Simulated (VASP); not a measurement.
# C (Fd-3m) in VASP: notebook, part 2 of 2

VASP 6.6.1.

## (4) Single point, PBE-based screened hybrid with 15 % exact exchange

POSCAR reads:

```
C
1.0
    0.0000000000      1.7801241426      1.7801241426
    1.7801241426      0.0000000000      1.7801241426
    1.7801241426      1.7801241426      0.0000000000
C
2
Direct
    0.0000000000      0.0000000000      0.0000000000
    0.2500000000      0.2500000000      0.2500000000
```

INCAR.step1 reads:

```
SYSTEM = C
ALGO     = Normal         ! electronic algorithm
EDIFF    = 1E-5           ! SCF threshold, eV
ENCUT    = 520            ! plane-wave cutoff, eV
GGA      = PE             ! functional
ISIF     = 2              ! what is computed and relaxed
ISMEAR   = 0              ! smearing method
LASPH    = .TRUE.         ! aspherical terms in the spheres
LCHARG   = .FALSE.        ! write CHGCAR
LREAL    = .FALSE.        ! projectors in reciprocal space
LWAVE    = .TRUE.         ! write WAVECAR
NBANDS   = 11             ! bands
NELM     = 80             ! most SCF steps
PREC     = Accurate       ! precision mode
SIGMA    = 0.01           ! smearing width, eV
```

INCAR.step2 reads:

```
SYSTEM = C
AEXX     = 0.15           ! exact-exchange fraction
ALGO     = Normal         ! electronic algorithm
EDIFF    = 1E-6           ! SCF threshold, eV
ENCUT    = 520            ! plane-wave cutoff, eV
GGA      = PE             ! functional
HFSCREEN = 0.3            ! screening, 1/A
ISIF     = 2              ! what is computed and relaxed
ISMEAR   = 0              ! smearing method
ISTART   = 1            
LASPH    = .TRUE.         ! aspherical terms in the spheres
LCHARG   = .FALSE.        ! write CHGCAR
LHFCALC  = .TRUE.         ! exact exchange
LREAL    = .FALSE.        ! projectors in reciprocal space
LWAVE    = .FALSE.        ! write WAVECAR
NBANDS   = 11             ! bands
NELM     = 80             ! most SCF steps
PREC     = Accurate       ! precision mode
PRECFOCK = Normal       
SIGMA    = 0.01           ! smearing width, eV
```

KPOINTS reads:

```
k-points
0
G
  6 6 6
  0 0 0
```

Potentials or basis: VASP PAW PBE potentials, release 64 (C).

The run is started by

```bash
cat potpaw_PBE.64/C/POTCAR > POTCAR
cp INCAR.step1 INCAR
mpirun -np 1 vasp_std > vasp.out
cp INCAR.step2 INCAR
mpirun -np 1 vasp_std > vasp.out
```

OUTCAR:

```text
SYSTEM = C
   AEXX = 0.15
   EDIFF = 1E-6
   ENCUT = 520
   GGA = PE
   HFSCREEN = 0.3
   ISIF = 2
   ISMEAR = 0
   ISTART = 1
   LASPH = .TRUE.
   LHFCALC = .TRUE.
   LREAL = .FALSE.
   NELM = 80
   PREC = Accurate
   PRECFOCK = Normal

 ion  position               nearest neighbor table
   1  0.000  0.000  0.000-   2 1.54   2 1.54   2 1.54   2 1.54
   2  0.250  0.250  0.250-   1 1.54   1 1.54   1 1.54   1 1.54
[... 413 lines left out ...]
     10      32.4565      0.00000
     11      41.3320      0.00000

------------------------ aborting loop because EDIFF is reached ----------------------------------------

  FORCE on cell =-STRESS in cart. coord.  units (eV):
  Direction    XX          YY          ZZ          XY          YZ          ZX
  --------------------------------------------------------------------------------------
  -------------------------------------------------------------------------------------
  Total       -0.0495033     -0.0495033     -0.0495033      0.0000000      0.0000000     -0.0000000
  in kB       -7.0301324     -7.0301324     -7.0301324      0.0000000      0.0000000     -0.0000000
  external PRESSURE =      -7.0301324 kB  Pullay stress =       0.0000000 kB

 VOLUME and BASIS-vectors are now :
 -----------------------------------------------------------------------------
  energy-cutoff  :      520.00
  volume of cell :       11.28
      direct lattice vectors                 reciprocal lattice vectors
     0.000000000  1.780124143  1.780124143    -0.280879287  0.280879287  0.280879287
     1.780124143  0.000000000  1.780124143     0.280879287 -0.280879287  0.280879287
     1.780124143  1.780124143  0.000000000     0.280879287  0.280879287 -0.280879287

 POSITION                                       TOTAL-FORCE (eV/Angst)
 -----------------------------------------------------------------------------------
      0.00000      0.00000      0.00000         0.000000      0.000000      0.000000
      0.89006      0.89006      0.89006        -0.000000     -0.000000     -0.000000
 -----------------------------------------------------------------------------------
    total drift:                                0.000000      0.000000     -0.000000

  FREE ENERGIE OF THE ION-ELECTRON SYSTEM (eV)
  ---------------------------------------------------
  free  energy   TOTEN  =       -19.6321505139 eV

  energy  without entropy=      -19.6321505139  energy(sigma->0) =      -19.63215051
```

OUTCAR.step1:

```text
SYSTEM = C
   EDIFF = 1E-5
   ENCUT = 520
   GGA = PE
   ISIF = 2
   ISMEAR = 0
[... 436 lines left out ...]
 -----------------------------------------------------------------------------------
      0.00000      0.00000      0.00000         0.000000      0.000000      0.000000
      0.89006      0.89006      0.89006        -0.000000     -0.000000     -0.000000
 -----------------------------------------------------------------------------------
    total drift:                                0.000000      0.000000      0.000000

  FREE ENERGIE OF THE ION-ELECTRON SYSTEM (eV)
  ---------------------------------------------------
  free  energy   TOTEN  =       -18.1743166347 eV

  energy  without entropy=      -18.1743166347  energy(sigma->0) =      -18.17431663
```

OSZICAR.step1:

```text
N       E                     dE             d eps       ncg     rms          rms(c)
DAV:   1     0.416413135982E+00    0.41641E+00   -0.46509E+03   352   0.714E+02
DAV:   2    -0.183994819722E+02   -0.18816E+02   -0.18059E+02   465   0.119E+02
DAV:   3    -0.188256178017E+02   -0.42614E+00   -0.42488E+00   414   0.139E+01
DAV:   4    -0.188263778312E+02   -0.76003E-03   -0.76001E-03   370   0.722E-01
DAV:   5    -0.188263786746E+02   -0.84335E-06   -0.84345E-06   406   0.240E-02    0.560E+00
DAV:   6    -0.183372226189E+02    0.48916E+00   -0.25470E-01   358   0.356E+00    0.335E+00
DAV:   7    -0.181724134589E+02    0.16481E+00   -0.31182E-01   370   0.399E+00    0.766E-01
DAV:   8    -0.181742545691E+02   -0.18411E-02   -0.85980E-03   358   0.691E-01    0.443E-02
DAV:   9    -0.181742964206E+02   -0.41851E-04   -0.65313E-05   410   0.651E-02    0.246E-02
DAV:  10    -0.181743165390E+02   -0.20118E-04   -0.15116E-05   361   0.341E-02    0.535E-03
DAV:  11    -0.181743166347E+02   -0.95717E-07   -0.26459E-07   179   0.470E-03
   1 F= -.18174317E+02 E0= -.18174317E+02  d E =-.865330-107
```

It took 1.8 min on 1 thread of AMD EPYC 9R45 (Zen 5), shared host; peak memory 0.18 GiB.

Results:

```yaml
Free_energy: -19.6322 eV
Pressure: -0.7 GPa
Band_gap_on_the_k_mesh: 4.72 eV (least direct gap 6.29 eV)
```

Levels at points of the mesh, in eV from the valence-band top:
```csv
k point,band 1,band 2,band 3,band 4,band 5,band 6,band 7,band 8
"(0.00, 0.00, 0.00)",-22.74,0.00,0.00,0.00,6.29,6.29,6.29,14.46
"(0.50, 0.00, 0.00)",-16.67,-14.13,-2.96,-2.96,9.27,9.27,9.67,16.74
"(0.50, 0.50, 0.00)",-13.54,-13.54,-6.65,-6.65,5.32,5.32,18.16,18.16
```

Caveat: the k points lie up to 0.51 Å⁻¹ apart; the PAW data sets were made with another functional, which shifts forces and pressure a little. A k mesh can miss the band edges.

## (5) Single point, PBE-based screened hybrid with 40 % exact exchange

POSCAR is that of step 4.

INCAR.step1 reads:

```
SYSTEM = C
PREC     = Accurate       ! precision mode
ENCUT    = 520            ! plane-wave cutoff, eV
EDIFF    = 1E-5           ! SCF threshold, eV
ISMEAR   = 0              ! smearing method
SIGMA    = 0.01           ! smearing width, eV
LREAL    = .FALSE.        ! projectors in reciprocal space
LASPH    = .TRUE.         ! aspherical terms in the spheres
NELM     = 80             ! most SCF steps
ALGO     = Normal         ! electronic algorithm
ISIF     = 2              ! what is computed and relaxed
LWAVE    = .TRUE.         ! write WAVECAR
GGA      = PE             ! functional
NBANDS   = 11             ! bands
```

INCAR.step2 reads:

```
SYSTEM = C
PREC     = Accurate       ! precision mode
ENCUT    = 520            ! plane-wave cutoff, eV
EDIFF    = 1E-7           ! SCF threshold, eV
ISMEAR   = 0              ! smearing method
SIGMA    = 0.01           ! smearing width, eV
LREAL    = .FALSE.        ! projectors in reciprocal space
LASPH    = .TRUE.         ! aspherical terms in the spheres
NELM     = 80             ! most SCF steps
ALGO     = Normal         ! electronic algorithm
ISIF     = 2              ! what is computed and relaxed
LWAVE    = .FALSE.        ! write WAVECAR
LCHARG   = .TRUE.         ! write CHGCAR
GGA      = PE             ! functional
LHFCALC  = .TRUE.         ! exact exchange
AEXX     = 0.4            ! exact-exchange fraction
HFSCREEN = 0.3            ! screening, 1/A
PRECFOCK = Normal       
LELF     = .TRUE.         ! ELF
LVHAR    = .TRUE.       
ISTART   = 1            
NBANDS   = 11             ! bands
```

KPOINTS reads:

```
Automatic mesh
0
G
  6 6 6
  0 0 0
```

The run is started by

```bash
cat potpaw_PBE.64/C/POTCAR > POTCAR
cp INCAR.step1 INCAR
mpirun -np 1 vasp_std > vasp.out
cp INCAR.step2 INCAR
mpirun -np 1 vasp_std > vasp.out
```

Run time: 2.8 min. Hardware: 1 thread of AMD EPYC 9R45 (Zen 5), shared host; peak memory 0.18 GiB.

Results (log left out):

```yaml
Free_energy: -22.1029 eV
Pressure: -9.7 GPa
Band_gap_on_the_k_mesh: 5.68 eV (least direct gap 7.48 eV)
```

Levels at points of the mesh, in eV from the valence-band top:
```
           k point  band 1  band 2  band 3  band 4  band 5  band 6  band 7  band 8  band 9
(0.00, 0.00, 0.00)  -24.68    0.00    0.00    0.00    7.48    7.48    7.48   16.14   21.48
(0.50, 0.00, 0.00)  -18.19  -15.26   -3.18   -3.18   10.59   10.59   10.93   18.38   24.80
(0.50, 0.50, 0.00)  -14.75  -14.75   -7.16   -7.16    6.26    6.26   20.31   20.31   26.61
```

Caveat: the k points lie up to 0.51 Å⁻¹ apart; the PAW data sets were made with another functional, which shifts forces and pressure a little.

## (6) The runs side by side

```tsv
level	share of exact exchange	screening parameter	gap on the mesh (eV)	pressure (GPa)
PBE-based screened hybrid with 75 % exact exchange	0.75	0.5 1/Å	5.99	-18.0
PBE-based screened hybrid with 30 % exact exchange	0.3	0.5 1/Å	4.87	-4.6
PBE-based screened hybrid with 15 % exact exchange	0.15	0.3 1/Å	4.72	-0.7
PBE-based screened hybrid with 40 % exact exchange	0.4	0.3 1/Å	5.68	-9.7
```

Alike in all rows: task single point; potentials or basis VASP PAW PBE potentials, release 64 (C); no spin polarisation; cell as given; k mesh 6 × 6 × 6; cutoff (eV) 520; smearing gaussian 0.01 eV.

Caveats: all runs use coarse meshes; the PAW data sets were made with another functional, which shifts forces and pressure a little.

Absolute energies hang on the potentials; compare differences alone.
